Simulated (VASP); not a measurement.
Wanted: the native input for a VASP 6.6.1 run.

```yaml
Task: relaxation of cell and atoms
Functional: PBE
Potentials_or_basis: VASP PAW PBE potentials, release 64 (Sr_sv, Ti_sv, O)
Cutoff: 600 eV
k_mesh: 6 × 6 × 6
Occupations: gaussian, width 0.02 eV
Spin: no spin polarisation
Dipole_correction: no
Further_INCAR_settings: ALGO = Normal; EDIFF = 1e-07; IBRION = 2; EDIFFG = -0.01; NSW = 100; ISIF = 3
```

The structure of SrTiO3 lies in POSCAR:

```
SrTiO3
1.0
    2.7880083763      1.6096573866      2.2898842877
   -2.7880083763      1.6096573866      2.2898842877
    0.0000000000     -3.2193147732      2.2898842877
Sr Ti O
1 1 3
Direct
    0.9854643523      0.9854643523      0.9854643523
    0.4824202400      0.4824202400      0.4824202400
    0.5059158320      0.5059158320      0.0106275880
    0.0106275880      0.5059158320      0.5059158320
    0.5059158320      0.0106275880      0.5059158320
```

These files were run (other wordings do the same):

INCAR

```
ALGO = Normal ; EDIFF = 1E-7
EDIFFG = -0.01 ; ENCUT = 600
GGA = PE ; IBRION = 2
ISIF = 3 ; ISMEAR = 0
LASPH = True ; LCHARG = False
LREAL = False ; LWAVE = False
NELM = 100 ; NSW = 100
PREC = Accurate ; SIGMA = 0.02
```

KPOINTS

```
k-points
0
Gamma
  6 6 6
```

Potentials or basis: VASP PAW PBE potentials, release 64 (Sr_sv, Ti_sv, O).

Launch:

```console
$ cat potpaw_PBE.64/Sr_sv/POTCAR potpaw_PBE.64/Ti_sv/POTCAR potpaw_PBE.64/O/POTCAR > POTCAR
$ mpirun -np 1 vasp_std > vasp.out
```

Results of the run:

```yaml
Relaxed_volume: 12.33 Å³/atom
Relaxed_cell: a = 3.950 Å, b = 3.950 Å, c = 3.950 Å, α = 89.88°, β = 89.88°, γ = 89.88°
Space_group_after_relaxing_to_0.1_Å: R3m (No. 160)
Energy_gained_by_relaxing: 2.1 meV/atom
Ionic_steps: 12
Pressure_after_relaxing: 0.0 GPa
Largest_force_after_relaxing: 0.008 eV/Å
Band_gap_on_the_k_mesh: 2.12 eV (least direct gap 2.63 eV)
```

It took 2.5 min on 1 thread of Intel(R) Xeon(R) 6975P-C (Granite Rapids), on a shared host, peak memory 0.22 GiB.
